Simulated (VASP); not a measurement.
# Be24Cl in VASP: notebook, part 2 of 2

VASP 6.6.1.

## Step 3: Relaxation of the atoms, LDA

File INCAR:

```
SYSTEM = Be24Cl
PREC = Accurate
ENCUT = 520
EDIFF = 1E-7
ISMEAR = 0
SIGMA = 0.1
LREAL = Auto
LASPH = .TRUE.
NELM = 80
ALGO = Normal
ISIF = 2
LWAVE = .FALSE.
LCHARG = .FALSE.
LDIPOL = .TRUE.
IDIPOL = 3
DIPOL = 0.5 0.5 0.321
GGA = CA
IBRION = 2
NSW = 36
EDIFFG = -0.025
KPAR = 4
```

File KPOINTS:

```
regular mesh
0
G
  6 4 1
  0 0 0
```

File POSCAR:

```
Be24Cl
1.0
    4.4524297778      0.0000000000      0.0000000000
    0.0000000000      7.0331519559      0.0000000000
    0.0000000000      0.0000000000     19.7998741415
Be Cl
24 1
Selective dynamics
Direct
    0.0000000000      0.3750000000      0.2020214862  F F F
    0.0000000000      0.8750000000      0.2020214862  F F F
    0.5000000000      0.3750000000      0.2020214862  F F F
    0.5000000000      0.8750000000      0.2020214862  F F F
    0.2500000000      0.1250000000      0.2344789088  F F F
    0.2500000000      0.6250000000      0.2344789088  F F F
    0.7500000000      0.1250000000      0.2344789088  F F F
    0.7500000000      0.6250000000      0.2344789088  F F F
    0.2500000000      0.3750000000      0.2993937541  F F F
    0.2500000000      0.8750000000      0.2993937541  F F F
    0.7500000000      0.3750000000      0.2993937541  F F F
    0.7500000000      0.8750000000      0.2993937541  F F F
    0.0000000000      0.1250000000      0.3261495625  F F F
    0.0000000000      0.6250000000      0.3261495625  F F F
    0.5000000000      0.1250000000      0.3261495625  F F F
    0.5000000000      0.6250000000      0.3261495625  F F F
    0.0000000000      0.3750000000      0.3969669015  F F F
    0.0000000000      0.8750000000      0.3969669015  F F F
    0.5000000000      0.3750000000      0.3969669015  F F F
    0.5000000000      0.8750000000      0.3969669015  F F F
    0.2500000000      0.1250000000      0.4191882273  F F F
    0.2500000000      0.6250000000      0.4191882273  F F F
    0.7500000000      0.1250000000      0.4191882273  F F F
    0.7500000000      0.6250000000      0.4191882273  F F F
    0.5000000000      0.3125000000      0.5051147189  F F T
```

Potentials or basis: VASP PAW LDA potentials, release 64 (Be, Cl).

Run with:

```
$ cat potpaw_LDA.64/Be/POTCAR potpaw_LDA.64/Cl/POTCAR > POTCAR
$ mpirun -np 4 vasp_std > vasp.out
```

OUTCAR:

```text
SYSTEM = Be24Cl
   PREC = Accurate
   ENCUT = 520
   EDIFF = 1E-7
   ISMEAR = 0
   LREAL = Auto
   LASPH = .TRUE.
   NELM = 80
   ISIF = 2
   GGA = CA
   IBRION = 2
   NSW = 36
   EDIFFG = -0.025

 ion  position               nearest neighbor table
   1  0.000  0.375  0.202-   5 2.18   6 2.18   7 2.18   8 2.18   3 2.23   3 2.23  11 2.23   9 2.23

   2  0.000  0.875  0.202-   5 2.18   6 2.18   7 2.18   8 2.18   4 2.23   4 2.23  12 2.23  10 2.23

   3  0.500  0.375  0.202-   5 2.18   6 2.18   7 2.18   8 2.18   1 2.23   1 2.23  11 2.23   9 2.23
[... 39 lines left out ...]
  23  0.750  0.125  0.419-  17 2.13  18 2.13  19 2.13  20 2.13  13 2.15  15 2.15  21 2.23  21 2.23
                            25 2.42
  24  0.750  0.625  0.419-  17 2.13  18 2.13  19 2.13  20 2.13  14 2.15  16 2.15  22 2.23  22 2.23

  25  0.500  0.312  0.505-  19 2.19  21 2.42  23 2.42

[... 366 lines left out ...]
 E-fermi :  -1.0699     XC(G=0):  -4.4662

 val. band max:       -1.0716910775   @ k =   0.0000   0.0000   0.0000
 cond. band min:      -1.0269958626   @ k =   0.5000   0.0000   0.0000
 fundamental gap:      0.0446952150
 Fermi energy:        -1.0699383928

 k-point     1 :       0.0000    0.0000    0.0000
  band No.  band energies     occupation
      1     -17.1780      2.00000
      2     -11.5121      2.00000
      3      -9.4936      2.00000
      4      -9.4051      2.00000
      5      -9.3493      2.00000
      6      -7.5805      2.00000
[... 493 lines left out ...]
     38       3.4566      0.00000
     39       3.5068      0.00000
 [bands above 39 left out]

------------------------ aborting loop because EDIFF is reached ----------------------------------------

 vacuum level on the upper side and lower side of the slab       (xc-potential included)         0.147        -0.307

  FORCE on cell =-STRESS in cart. coord.  units (eV):
  Direction    XX          YY          ZZ          XY          YZ          ZX
  --------------------------------------------------------------------------------------
  -------------------------------------------------------------------------------------
  Total        3.1179706     -4.3069274     -0.7988369      0.0000000     -2.5635963      0.0000000
  in kB        8.0569949    -11.1293199     -2.0642354      0.0000000     -6.6244635      0.0000000
  external PRESSURE =      -1.7121868 kB  Pullay stress =       0.0000000 kB
[... 40 lines left out ...]
  FREE ENERGIE OF THE ION-ELECTRON SYSTEM (eV)
  ---------------------------------------------------
  free  energy   TOTEN  =       -96.0987724057 eV

  energy  without entropy=      -96.0736063948  energy(sigma->0) =      -96.08618940

 reached required accuracy - stopping structural energy minimisation

 vacuum level on the upper side and lower side of the slab         3.896         3.431
```

CONTCAR:

```text
Be24Cl
   1.00000000000000
     4.4524297777999999    0.0000000000000000    0.0000000000000000
     0.0000000000000000    7.0331519559000002    0.0000000000000000
     0.0000000000000000    0.0000000000000000   19.7998741414999984
  Be              Cl
    24     1
Selective dynamics
Direct
     0.0000000000000000    0.3750000000000000    0.2020214862000032   F   F   F
     0.0000000000000000    0.8750000000000000    0.2020214862000032   F   F   F
     0.5000000000000000    0.3750000000000000    0.2020214862000032   F   F   F
     0.5000000000000000    0.8750000000000000    0.2020214862000032   F   F   F
     0.2500000000000000    0.1250000000000000    0.2344789087999999   F   F   F
     0.2500000000000000    0.6250000000000000    0.2344789087999999   F   F   F
[... 16 lines left out ...]
     0.7500000000000000    0.1250000000000000    0.4191882272999976   F   F   F
     0.7500000000000000    0.6250000000000000    0.4191882272999976   F   F   F
     0.5000000000000000    0.3125000000000000    0.5037108501959779   F   F   T

  0.00000000E+00  0.00000000E+00  0.00000000E+00
  0.00000000E+00  0.00000000E+00  0.00000000E+00
  0.00000000E+00  0.00000000E+00  0.00000000E+00
  0.00000000E+00  0.00000000E+00  0.00000000E+00
  0.00000000E+00  0.00000000E+00  0.00000000E+00
  0.00000000E+00  0.00000000E+00  0.00000000E+00
[... 17 lines left out ...]
  0.00000000E+00  0.00000000E+00  0.00000000E+00
  0.00000000E+00  0.00000000E+00  0.00000000E+00
```

It took 10 min on 4 MPI ranks of Intel Xeon Platinum 8175M at 2.50GHz (Skylake/Cascade Lake), shared host; peak memory 0.61 GiB.

Results:

```yaml
Free_energy: -96.0988 eV
Energy_gained_by_relaxing: 0.1 meV/atom
Ionic_steps: 3
Band_gap_on_the_k_mesh: zero (an odd number of electrons rules out a gap without spin polarisation)
```

Step by step:
| step | energy change (eV) | largest force on free atoms (eV/Å) | pressure (GPa) |
| --- | --- | --- | --- |
| 1 | 0.0000 | 0.1440 | -0.21 |
| 2 | -0.0009 | 0.1115 | -0.20 |
| 3 | -0.0022 | 0.0118 | -0.17 |

Final structure:
```cif
data_structure
_symmetry_space_group_name_H-M 'P 1'
_symmetry_Int_Tables_number 1
_cell_length_a 4.4524
_cell_length_b 7.0332
_cell_length_c 19.7999
_cell_angle_alpha 90.000
_cell_angle_beta 90.000
_cell_angle_gamma 90.000
_cell_volume 620.03
loop_
_atom_site_label
_atom_site_type_symbol
_atom_site_fract_x
_atom_site_fract_y
_atom_site_fract_z
_atom_site_occupancy
Be1 Be 0.00000 0.37500 0.20202 1
Be2 Be 0.00000 0.87500 0.20202 1
Be3 Be 0.50000 0.37500 0.20202 1
Be4 Be 0.50000 0.87500 0.20202 1
Be5 Be 0.25000 0.12500 0.23448 1
Be6 Be 0.25000 0.62500 0.23448 1
Be7 Be 0.75000 0.12500 0.23448 1
Be8 Be 0.75000 0.62500 0.23448 1
Be9 Be 0.25000 0.37500 0.29939 1
Be10 Be 0.25000 0.87500 0.29939 1
Be11 Be 0.75000 0.37500 0.29939 1
Be12 Be 0.75000 0.87500 0.29939 1
Be13 Be 0.00000 0.12500 0.32615 1
Be14 Be 0.00000 0.62500 0.32615 1
Be15 Be 0.50000 0.12500 0.32615 1
Be16 Be 0.50000 0.62500 0.32615 1
Be17 Be 0.00000 0.37500 0.39697 1
Be18 Be 0.00000 0.87500 0.39697 1
Be19 Be 0.50000 0.37500 0.39697 1
Be20 Be 0.50000 0.87500 0.39697 1
Be21 Be 0.25000 0.12500 0.41919 1
Be22 Be 0.25000 0.62500 0.41919 1
Be23 Be 0.75000 0.12500 0.41919 1
Be24 Be 0.75000 0.62500 0.41919 1
Cl1 Cl 0.50000 0.31250 0.50371 1
```

Caveat: an odd number of electrons without spin polarisation forces a metal; a magnetic or distorted state may lie lower.

The gap in the log of VASP goes by the Fermi energy; the results here count the filled bands.